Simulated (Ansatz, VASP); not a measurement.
## TePb: VASP beside Ansatz

Contents of INCAR:

```
SYSTEM = TePb
  ALGO = Normal
  EDIFF = 1E-7
  ENCUT = 520
  GGA = PE
  ISIF = 2
  ISMEAR = 0
  LASPH = .True.
  LCHARG = .False.
  LREAL = .False.
  LWAVE = .False.
  NBANDS = 17
  NELM = 60
  PREC = Accurate
  SIGMA = 0.028000000000000004
```

KPOINTS

```
k-points
0
Gamma
  7 7 7
  0 0 0
```

File POSCAR:

```
TePb
1.0
    4.0022870000      0.0000000000      0.0000000000
    0.0000000000      4.0022870000      0.0000000000
    0.0000000000      0.0000000000      4.0022870000
Pb Te
1 1
Direct
    0.0000000000      0.0000000000      0.0000000000
    0.5000000000      0.5000000000      0.5000000000
```

input.yaml

```yaml
crystal:
  lattice:
    - [4.002287, 0.0, 0.0]
    - [0.0, 4.002287, 0.0]
    - [0.0, 0.0, 4.002287]
  atoms:
    - { symbol: Pb, position: [0.0, 0.0, 0.0] }
    - { symbol: Te, position: [0.5, 0.5, 0.5] }
kpoints:
  mp_grid: { grid: [7, 7, 7] }
scf:
  occupations: { method: gaussian, width: 0.028 }
hamiltonian:
  xc: pbe
  pseudopotentials: { kind: all_electron, lapw: { basis_error: 0.001 } }
output:
  forces: true
  stress: true
  eigenvalues: true
```

Alike in both runs: task single point; functional PBE; k mesh 7 × 7 × 7; occupations gaussian, width 0.028 eV; no spin polarisation.

|  | VASP | Ansatz |
| --- | --- | --- |
| version | VASP 6.6.1 | Ansatz 0.2.0 |
| potentials or method | VASP PAW PBE potentials, release 64 (Pb_d, Te), cutoff 520 eV | all-electron LAPW, scalar-relativistic |

Ansatz gave:

```
gap on the k mesh at the Fermi level (eV) : none
pressure (GPa)                            : 0.1
```

Problem. Which values does VASP return?

Solution. gap on the k mesh at the Fermi level (eV): none; pressure (GPa): 0.0.

A gap of «none» marks a metal or a gap that the smearing closes. Ansatz ran all-electron here, and VASP with PAW potentials.

Neither program's run includes spin-orbit coupling.
